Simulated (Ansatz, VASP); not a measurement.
# Two plane-wave programs on As

```xyz
2
Lattice="1.8808 1.0859 3.5141 -1.8808 1.0859 3.5141 0.0000 -2.1718 3.5141" Properties=species:S:1:pos:R:3 pbc="T T T"
As    0.0000    0.0000    2.3825
As    0.0000    0.0000    8.1597
```

Alike in both runs: functional LDA; k mesh 7 × 7 × 7; occupations fermi-dirac, width 0.05 eV; no spin polarisation.

|  | VASP | Ansatz |
| --- | --- | --- |
| version | VASP 6.6.1 | Ansatz 0.2.0 |
| potentials or method | VASP PAW LDA potentials, release 64 (As) | Ansatz PAW |
| plane-wave cutoff (eV) | 520 | 420 |
| valence electrons in the cell | 10 | 30 |
| task | single point | band structure |

VASP gave:

* gap on the k mesh at the Fermi level (eV): none
* pressure (GPa): -1.0
* traceless stress, the component that is largest in VASP (GPa): -0.61
* rms of the force components (eV/Å): 0.171

Problem. What did Ansatz give for the same quantities?

Solution. gap on the k mesh at the Fermi level (eV): none; pressure (GPa): -1.5; traceless stress, the component that is largest in VASP (GPa): -0.46; rms of the force components (eV/Å): 0.130.

LDA's correlation is that of Perdew and Zunger in VASP and of Perdew and Wang (1992) in Ansatz. Atom by atom the forces differ by 0.041 eV/Å (rms over components). A gap of «none» marks a metal or a gap that the smearing closes. VASP's potentials hold 10 valence electrons a cell and Ansatz's 30, so a difference there can come from the potentials and not from the codes.
